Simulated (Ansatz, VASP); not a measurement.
## IrO2 in VASP and in Ansatz

File INCAR:

```
PREC = Accurate
ENCUT = 600
EDIFF = 1E-6
ISMEAR = 0
SIGMA = 0.1
LREAL = F
LASPH = T
NELM = 120
ALGO = Normal
ISIF = 2
LWAVE = F
LCHARG = T
GGA = PE
LELF = T
LVHAR = T
NBANDS = 30
GGA_COMPAT = F
```

File KPOINTS:

```
Automatic mesh
0
Gamma
  4 4 6
```

The input POSCAR:

```
IrO2
1.0
    4.5053138700      0.0000000000      0.0000000000
    0.0000000000      4.5053138700      0.0000000000
    0.0000000000      0.0000000000      3.1767063100
Ir O
2 4
Direct
    0.5000000000      0.5000000000      0.5000000000
    0.0000000000      0.0000000000      0.0000000000
    0.6913366900      0.6913366900      0.0000000000
    0.8086633100      0.1913367100      0.5000000000
    0.3086633100      0.3086633100      0.0000000000
    0.1913367100      0.8086633100      0.5000000000
```

Input for Ansatz:

```yaml
crystal:
  lattice:
    - [4.50531387, 0.0, 0.0]
    - [0.0, 4.50531387, 0.0]
    - [0.0, 0.0, 3.17670631]
  atoms:
    - { symbol: Ir, position: [0.5, 0.5, 0.5] }
    - { symbol: Ir, position: [0.0, 0.0, 0.0] }
    - { symbol: O, position: [0.69133669, 0.69133669, 0.0] }
    - { symbol: O, position: [0.80866331, 0.19133671, 0.5] }
    - { symbol: O, position: [0.30866331, 0.30866331, 0.0] }
    - { symbol: O, position: [0.19133671, 0.80866331, 0.5] }
basis:
  ecutwfc: 420
kpoints:
  mp_grid: { grid: [4, 4, 6] }
hamiltonian:
  xc: pbe
scf:
  occupations: { method: gaussian, width: 0.1 }
  lower_state_search: "off"
output:
  forces: true
  stress: true
  eigenvalues: true
```

Alike in both runs: task single point; functional PBE; k mesh 4 × 4 × 6; occupations gaussian, width 0.1 eV; no spin polarisation.

```csv
,VASP,Ansatz
version,VASP 6.6.1,Ansatz 0.2.0
potentials or method,"VASP PAW PBE potentials, release 64 (Ir, O), cutoff 600 eV","scalar-relativistic, plane waves, PAW"
valence electrons in the cell,42,58
```

Ansatz gave:

* gap on the k mesh at the Fermi level (eV): none
* pressure (GPa): 3.0
* traceless stress, the component that is largest in VASP (GPa): -0.13
* rms of the force components (eV/Å): 0.005

Q: Which values does VASP return?

A: gap on the k mesh at the Fermi level (eV): none; pressure (GPa): 5.2; traceless stress, the component that is largest in VASP (GPa): 0.42; rms of the force components (eV/Å): 0.003.

Atom by atom the forces differ by 0.002 eV/Å (rms over components). A gap of «none» marks a metal or a gap that the smearing closes. VASP's potentials hold 42 valence electrons a cell and Ansatz's 58, so a difference there can come from the potentials and not from the codes.

Spin-orbit coupling is off throughout.
